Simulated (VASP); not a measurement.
**RbTiCu3Se4: single point with LDA**

RbTiCu3Se4:

```
Rb Ti Cu Se
1.0
     6.15616    0.00000    0.00000
     0.00000    6.15616    0.00000
     0.00000    0.00000    6.15616
Rb Ti Cu Se
1 1 3 4
Direct
  0.50000 0.50000 0.50000
  0.00000 0.00000 0.00000
  0.00000 0.50000 0.00000
  0.00000 0.00000 0.50000
  0.50000 0.00000 0.00000
  0.22009 0.22009 0.22009
  0.77991 0.77991 0.22009
  0.22009 0.77991 0.77991
  0.77991 0.22009 0.77991
```

| Property | Result |
| --- | --- |
| Program | VASP 6.6.1 |
| Task | single point |
| Functional | LDA |
| Potentials or basis | VASP PAW LDA potentials, release 64 (Rb_sv, Ti_sv, Cu, Se) |
| Cutoff | 520 eV |
| k mesh | 3 × 3 × 3 |
| Occupations | gaussian, width 0.01 eV |
| Spin | no spin polarisation |
| Dipole correction | no |
| Further INCAR settings | ALGO = Normal; EDIFF = 1e-07; NBANDS = 49 |

- Pressure: -3.4 GPa
- Largest force: 0.172 eV/Å
- Band gap on the k mesh: 1.24 eV, indirect (least direct gap 1.55 eV)

Forces on the atoms (eV/Å):
```
Rb   0.000  0.000  0.000
Ti   0.000  0.000  0.000
Cu   0.000  0.000  0.000
Cu   0.000  0.000  0.000
Cu   0.000  0.000  0.000
Se  -0.099 -0.099 -0.099
Se   0.099  0.099 -0.099
Se  -0.099  0.099  0.099
Se   0.099 -0.099  0.099
```

Levels at points of the mesh, in eV from the valence-band top:
```
           k point  band 37  band 38  band 39  band 40  band 41  band 42
(0.00, 0.00, 0.00)    -0.30    -0.30    -0.30     1.24     1.84     1.84
```

It took 50 s on 1 thread of Intel(R) Xeon(R) Platinum 8559C (Emerald Rapids) (shared host), peak memory 0.29 GiB.

A k mesh can miss the band edges.
